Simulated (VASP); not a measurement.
## Cu: single point with r2SCAN

The system is Cu.

```xyz
2
Lattice="1.8599 1.8599 0.0000 -1.8599 1.8599 0.0000 0.0000 0.0000 3.4908" Properties=species:S:1:pos:R:3 pbc="T T T"
Cu    0.0000    0.0000    0.0000
Cu    0.0000    1.8599    1.7454
```

This cell differs from its parent crystal: biaxial strain in the a-b plane: +4.0 %.

* Program: VASP 6.6.1
* Task: single point
* Functional: r2SCAN
* Potentials or basis: VASP PAW PBE potentials, release 64 (Cu)
* Cutoff: 520 eV
* k mesh: 20 × 20 × 14
* Occupations: gaussian, width 0.1 eV
* Spin: no spin polarisation

```yaml
Pressure: -6.9 GPa
Band_gap_on_the_k_mesh: zero (bands 11 and 12 overlap by 8.44 eV)
```

Stress tensor (GPa, compression positive):
```
-7.65  0.00  0.00
 0.00 -7.65  0.00
 0.00  0.00 -5.40
```

Levels at points of the mesh, in eV from the Fermi level:
```tsv
k point	band 8	band 9	band 10	band 11	band 12	band 13	band 14	band 15
(0.00, 0.00, 0.00)	-2.17	-1.76	-1.57	-1.57	2.58	8.42	12.56	12.56
(0.50, 0.00, 0.00)	-2.66	-2.33	-2.33	-0.56	-0.56	10.60	10.60	12.14
(0.50, 0.50, 0.00)	-1.69	-1.50	-1.50	1.13	1.13	6.71	6.71	14.09
(0.00, 0.00, 0.50)	-2.51	-2.51	-2.51	-2.11	-2.11	17.01	17.01	17.01
(0.50, 0.00, 0.50)	-1.80	-1.67	-1.67	-0.98	-0.98	3.86	3.86	21.10
(0.50, 0.50, 0.50)	-2.31	-1.68	-1.68	6.33	6.33	6.33	6.33	8.09
```

Run time: 13 min on 1 thread of Intel Xeon 8259CL, with other jobs on the host, peak memory 0.29 GiB.

Caveat: the cell differs from its parent crystal (biaxial strain in the a-b plane: +4.0 %); the cell stands under tension; the PAW data sets were made with another functional, which shifts forces and pressure a little.
